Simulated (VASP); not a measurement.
# CaSe in VASP: settings compared

The runs below take CaSe through single point, with PBE, r2SCAN.

Everything below comes from runs of VASP 6.6.1. Logs are shortened: lines on timing, memory, paths and dates and some standing lists are left out, and cuts for length are marked.

### Step 1. The cell of the first run

Symmetry: Fm-3m, No. 225, cubic system. The conventional cell has a = 6.209 Å, b = 6.209 Å, c = 6.209 Å, α = 90.00°, β = 90.00°, γ = 90.00°. Ca (site symmetry m-3m) has 6 Se at 3.10 Å within 4.1 Å. Within 4.1 Å of Se (site symmetry m-3m) lie 6 Ca at 3.10 Å.

### Step 2. Single point, PBE (strain +4.6%)

INCAR

```
SYSTEM = CaSe
PREC = Accurate ; ENCUT = 520
EDIFF = 1E-6 ; ISMEAR = -1
SIGMA = 0.02 ; LREAL = .FALSE.
LASPH = .TRUE. ; NELM = 80
ALGO = Normal ; ISIF = 2
LWAVE = .FALSE. ; LCHARG = .FALSE.
GGA = PE ; NBANDS = 15
```

KPOINTS

```
Automatic mesh
0
G
  8 8 8
  0 0 0
```

POSCAR

```
CaSe
1.0
    0.0000000000      3.1046352338      3.1046352338
    3.1046352338      0.0000000000      3.1046352338
    3.1046352338      3.1046352338      0.0000000000
Ca Se
1 1
Direct
    0.0000000000      0.0000000000      0.0000000000
    0.5000000000      0.5000000000      0.5000000000
```

Potentials or basis: VASP PAW PBE potentials, release 64 (Ca_sv, Se).

Command:

```bash
cat potpaw_PBE.64/Ca_sv/POTCAR potpaw_PBE.64/Se/POTCAR > POTCAR
mpirun -np 1 vasp_std > vasp.out
```

OUTCAR:

```text
SYSTEM = CaSe
   PREC = Accurate
   ENCUT = 520
   EDIFF = 1E-6
   ISMEAR = -1
   LREAL = .FALSE.
   LASPH = .TRUE.
   NELM = 80
   ISIF = 2
   GGA = PE

 ion  position               nearest neighbor table
   1  0.000  0.000  0.000-
   2  0.500  0.500  0.500-

  LATTYP: Found a face centered cubic cell.
 ALAT       =     6.2092704676

  Lattice vectors:

 A1 = (   0.0000000000,   3.1046352338,   3.1046352338)
 A2 = (   3.1046352338,   0.0000000000,   3.1046352338)
 A3 = (   3.1046352338,   3.1046352338,   0.0000000000)

Analysis of symmetry for initial positions (statically):
=====================================================================
 Subroutine PRICEL returns:
 Original cell was already a primitive cell.

 Routine SETGRP: Setting up the symmetry group for a
 face centered cubic supercell.

 Subroutine GETGRP returns: Found 48 space group operations
 (whereof 48 operations were pure point group operations)
 out of a pool of 48 trial point group operations.

The static configuration has the point symmetry O_h .

Analysis of symmetry for dynamics (positions and initial velocities):
=====================================================================
 Subroutine PRICEL returns:
 Original cell was already a primitive cell.

 Routine SETGRP: Setting up the symmetry group for a
 face centered cubic supercell.

 Subroutine GETGRP returns: Found 48 space group operations
 (whereof 48 operations were pure point group operations)
 out of a pool of 48 trial point group operations.

The dynamic configuration has the point symmetry O_h .

 Subroutine INISYM returns: Found 48 space group operations
 (whereof 48 operations are pure point group operations),
 and found     1 'primitive' translations

----------------------------------------------------------------------------------------

                                     Primitive cell

  volume of cell :      59.8497

  direct lattice vectors                    reciprocal lattice vectors
     0.000000000  3.104635234  3.104635234    -0.161049515  0.161049515  0.161049515
     3.104635234  0.000000000  3.104635234     0.161049515 -0.161049515  0.161049515
     3.104635234  3.104635234  0.000000000     0.161049515  0.161049515 -0.161049515

  length of vectors
     4.390617254  4.390617254  4.390617254     0.278945943  0.278945943  0.278945943

  position of ions in fractional coordinates (direct lattice)
     0.000000000  0.000000000  0.000000000
     0.500000000  0.500000000  0.500000000

  ion indices of the primitive-cell ions
   primitive index   ion index
                 1           1
                 2           2

----------------------------------------------------------------------------------------

 KPOINTS: Automatic mesh

Automatic generation of k-mesh.
 Grid dimensions read from file:
 generate k-points for:    8    8    8

 Generating k-lattice:

  Cartesian coordinates                     Fractional coordinates (reciprocal lattice)
    -0.020131189  0.020131189  0.020131189     0.125000000  0.000000000  0.000000000
     0.020131189 -0.020131189  0.020131189     0.000000000  0.125000000  0.000000000
     0.020131189  0.020131189 -0.020131189     0.000000000  0.000000000  0.125000000

  Length of vectors
     0.034868243  0.034868243  0.034868243

  Shift w.r.t. Gamma in fractional coordinates (k-lattice)
     0.000000000  0.000000000  0.000000000

 Subroutine IBZKPT returns following result:
 ===========================================

 Found     29 irreducible k-points:

 Following reciprocal coordinates:
            Coordinates               Weight
  0.000000  0.000000  0.000000      1.000000
  0.125000  0.000000  0.000000      8.000000
  0.250000  0.000000  0.000000      8.000000
  0.375000  0.000000  0.000000      8.000000
  0.500000  0.000000  0.000000      4.000000
  0.125000  0.125000  0.000000      6.000000
[... 16 lines left out ...]
  0.500000  0.250000  0.125000     48.000000
 -0.375000  0.250000  0.125000     24.000000
 [... further k-points ...]
   k-points           NKPTS =     29   k-points in BZ     NKDIM =     29   number of bands    NBANDS=     15
   number of dos      NEDOS =    301   number of ions     NIONS =      2
   total plane-waves  NPLWV =  46656
   dimension x,y,z NGX =    36 NGY =   36 NGZ =   36
   dimension x,y,z NGXF=    72 NGYF=   72 NGZF=   72
   ions per type =               1   1
   NGX,Y,Z   is equivalent  to a cutoff of  13.63, 13.63, 13.63 a.u.
   NGXF,Y,Z  is equivalent  to a cutoff of  27.26, 27.26, 27.26 a.u.
 SYSTEM =  CaSe
   PREC   = accura    normal or accurate (medium, high low for compatibility)
   ISTART =      0    job   : 0-new  1-cont  2-samecut
   ICHARG =      2    charge: 1-file 2-atom 10-const
   ISPIN  =      1    spin polarized calculation?
   LNONCOLLINEAR =      F non collinear calculations
   LSORBIT =      F    spin-orbit coupling
   LASPH  =      T    aspherical Exc in radial PAW
   ENCUT  =  520.0 eV  38.22 Ry    6.18 a.u.   8.16  8.16  8.16*2*pi/ulx,y,z
   NELM   =     80;   NELMIN=  2; NELMDL= -5     # of ELM steps
   EDIFF  = 0.1E-05   stopping-criterion for ELM
   LREAL  =      F    real-space projection
   EDIFFG = 0.1E-04   stopping-criterion for IOM
   NSW    =      0    number of steps for IOM
   IBRION =     -1    ionic relax: 0-MD 1-quasi-New 2-CG
   NFREE  =      0    steps in history (QN), initial steepest desc. (CG)
   ISIF   =      2    stress and relaxation
   ISYM   =      2    0-nonsym 1-usesym 2-fastsym
   POTIM  = 0.5000    time-step for ionic-motion
   TEBEG  =    0.0;   TEEND  =   0.0 temperature during run
   PSTRESS=    0.0 pullay stress
   NELECT =      16.0000    total number of electrons
   NUPDOWN=      -1.0000    fix difference up-down
   EMIN   =  10.00;   EMAX   =-10.00  energy-range for DOS
   EFERMI =   0.00;   METHOD = LEGACY
   ISMEAR =    -1;   SIGMA  =   0.02  broadening in eV -4-tet -1-fermi 0-gaus
   EFERMI_NEDOS =   21; number of points for ismear=-14 and -15
   IALGO  =     38    algorithm
   IMIX   =      4    mixing-type and parameters
     AMIX     =   0.40;   BMIX     =  1.00
     AMIX_MAG =   1.60;   BMIX_MAG =  1.00
  volume/ion in A,a.u.               =      29.92       201.94
  Fermi-wavevector in a.u.,A,eV,Ry     =   1.054616  1.992935 15.132595  1.112214
  Thomas-Fermi vector in A             =   2.189783
   LORBIT       =      0    0 simple, 1 ext, 2 COOP (PROOUT), +10 PAW based schemes
   GGA     = PE    functional components
   LHFCALC =     F    Hartree Fock is set to
   AEXX    =    0.0000 exact exchange contribution
   IVDW    =     0    specifies the selected vdW correction
   LEPSILON=     F    determine dielectric tensor
   LRPA    =     F    only Hartree local field effects (RPA)
 non-spin polarized calculation
  energy-cutoff  :      520.00
  volume of cell :       59.85
 maximum number of plane-waves:      1639
 NGX is ok and might be reduce to    36
   NGX = 17   NGY = 17   NGZ = 17

 number of electron      16.0000001 magnetization

 Free energy of the ion-electron system (eV)
  ---------------------------------------------------
  ext. energy  EPLUGINS =         0.00000000
  ---------------------------------------------------
  free energy    TOTEN  =        -9.38133631 eV

  energy without entropy =       -9.38133631  energy(sigma->0) =       -9.38133631

 E-fermi :   1.9202     XC(G=0):  -8.5582

 val. band max:        1.5225313854   @ k =   0.0000   0.0000   0.0000
 cond. band min:       3.8244187180   @ k =   0.5000   0.5000   0.0000
 fundamental gap:      2.3018873327
 Fermi energy:         1.9202209352

 k-point     1 :       0.0000    0.0000    0.0000
  band No.  band energies     occupation
      1     -38.7035      2.00000
      2     -19.6721      2.00000
      3     -19.6721      2.00000
      4     -19.6721      2.00000
      5      -9.8252      2.00000
      6       1.5225      2.00000
      7       1.5225      2.00000
      8       1.5225      2.00000
      9       4.1473      0.00000
     10       5.2184      0.00000
     11       5.2184      0.00000
     12       5.2184      0.00000
     13       5.6550      0.00000
     14       5.6550      0.00000
     15      11.0003      0.00000

 k-point     2 :       0.1250    0.0000    0.0000
  band No.  band energies     occupation
      1     -38.7030      2.00000
      2     -19.6803      2.00000
      3     -19.6727      2.00000
      4     -19.6727      2.00000
      5      -9.7621      2.00000
      6       0.8523      2.00000
      7       1.3458      2.00000
      8       1.3458      2.00000
      9       4.7258      0.00000
     10       5.3894      0.00000
     11       5.3894      0.00000
     12       5.4382      0.00000
     13       5.9683      0.00000
     14       5.9683      0.00000
     15      10.9299      0.00000

 k-point     3 :       0.2500    0.0000    0.0000
  band No.  band energies     occupation
      1     -38.7020      2.00000
      2     -19.7002      2.00000
      3     -19.6744      2.00000
      4     -19.6744      2.00000
      5      -9.6035      2.00000
      6      -0.1947      2.00000
      7       0.9921      2.00000
      8       0.9921      2.00000
      9       5.0702      0.00000
     10       5.8086      0.00000
     11       5.8086      0.00000
     12       6.4992      0.00000
     13       6.7499      0.00000
     14       6.7499      0.00000
     15      10.1606      0.00000

 k-point     4 :       0.3750    0.0000    0.0000
  band No.  band energies     occupation
      1     -38.7010      2.00000
      2     -19.7198      2.00000
      3     -19.6760      2.00000
      4     -19.6760      2.00000
      5      -9.4346      2.00000
      6      -0.9676      2.00000
      7       0.7033      2.00000
      8       0.7033      2.00000
      9       5.4238      0.00000
     10       6.3399      0.00000
     11       6.3399      0.00000
     12       6.9227      0.00000
     13       7.6312      0.00000
     14       7.6312      0.00000
     15       9.8779      0.00000
[... 307 lines left out ...]
 k-point    22 :       0.3750    0.2500    0.1250
  band No.  band energies     occupation
      1     -38.7012      2.00000
      2     -19.7034      2.00000
      3     -19.6838      2.00000
      4     -19.6770      2.00000
      5      -9.5174      2.00000
      6      -0.4402      2.00000
      7       0.7470      2.00000
      8       0.8154      2.00000
      9       4.9671      0.00000
     10       5.7515      0.00000
     11       6.3639      0.00000
     12       6.3695      0.00000
     13       6.8189      0.00000
     14       8.3149      0.00000
     15       9.2726      0.00000

 k-point    23 :       0.5000    0.2500    0.1250
  band No.  band energies     occupation
      1     -38.7004      2.00000
      2     -19.7135      2.00000
      3     -19.6883      2.00000
      4     -19.6796      2.00000
      5      -9.4044      2.00000
      6      -0.7503      2.00000
      7       0.3542      2.00000
      8       0.6131      2.00000
      9       5.3255      0.00000
     10       6.2989      0.00000
     11       6.6259      0.00000
     12       6.7356      0.00000
     13       7.1435      0.00000
     14       8.4541      0.00000
     15       8.7655      0.00000

 k-point    24 :      -0.3750    0.2500    0.1250
  band No.  band energies     occupation
      1     -38.7001      2.00000
      2     -19.7179      2.00000
      3     -19.6893      2.00000
      4     -19.6812      2.00000
      5      -9.3563      2.00000
      6      -0.8652      2.00000
      7       0.1918      2.00000
      8       0.5382      2.00000
      9       5.7852      0.00000
     10       6.0424      0.00000
     11       6.8039      0.00000
     12       6.9521      0.00000
     13       7.2835      0.00000
     14       8.1558      0.00000
     15       9.1088      0.00000

 [... further k-points ...]

------------------------ aborting loop because EDIFF is reached ----------------------------------------

  FORCE on cell =-STRESS in cart. coord.  units (eV):
  Direction    XX          YY          ZZ          XY          YZ          ZX
  --------------------------------------------------------------------------------------
  -------------------------------------------------------------------------------------
  Total       -1.6809632     -1.6809632     -1.6809632      0.0000000     -0.0000000     -0.0000000
  in kB      -44.9994330    -44.9994330    -44.9994330      0.0000000     -0.0000000     -0.0000000
  external PRESSURE =     -44.9994330 kB  Pullay stress =       0.0000000 kB

 VOLUME and BASIS-vectors are now :
 -----------------------------------------------------------------------------
  energy-cutoff  :      520.00
  volume of cell :       59.85
      direct lattice vectors                 reciprocal lattice vectors
     0.000000000  3.104635234  3.104635234    -0.161049515  0.161049515  0.161049515
     3.104635234  0.000000000  3.104635234     0.161049515 -0.161049515  0.161049515
     3.104635234  3.104635234  0.000000000     0.161049515  0.161049515 -0.161049515

 POSITION                                       TOTAL-FORCE (eV/Angst)
 -----------------------------------------------------------------------------------
      0.00000      0.00000      0.00000        -0.000000     -0.000000     -0.000000
      3.10464      3.10464      3.10464         0.000000      0.000000      0.000000
 -----------------------------------------------------------------------------------
    total drift:                                0.000000      0.000000      0.000000

  FREE ENERGIE OF THE ION-ELECTRON SYSTEM (eV)
  ---------------------------------------------------
  free  energy   TOTEN  =        -9.3813363150 eV

  energy  without entropy=       -9.3813363150  energy(sigma->0) =       -9.38133631
```

Run time: 28 s. Hardware: 1 thread of Intel Xeon 6975P-C, shared host; peak memory 0.21 GiB.

What came out:

```yaml
Free_energy: -9.3813 eV
Pressure: -4.5 GPa
Band_gap_on_the_k_mesh: 2.30 eV, indirect (least direct gap 2.62 eV)
```

Levels at points of the mesh, in eV from the valence-band top:
```
           k point  band 6  band 7  band 8  band 9  band 10  band 11
(0.00, 0.00, 0.00)    0.00    0.00    0.00    2.62     3.70     3.70
(0.50, 0.00, 0.00)   -2.77   -0.93   -0.93    4.26     5.05     5.11
(0.50, 0.50, 0.00)   -2.16   -0.80   -0.80    2.30     4.43     4.75
```

Caveat: the cell differs from its parent crystal (strain +4.6%). A k mesh can miss the band edges.

(Part 1 of 2 ends here.)
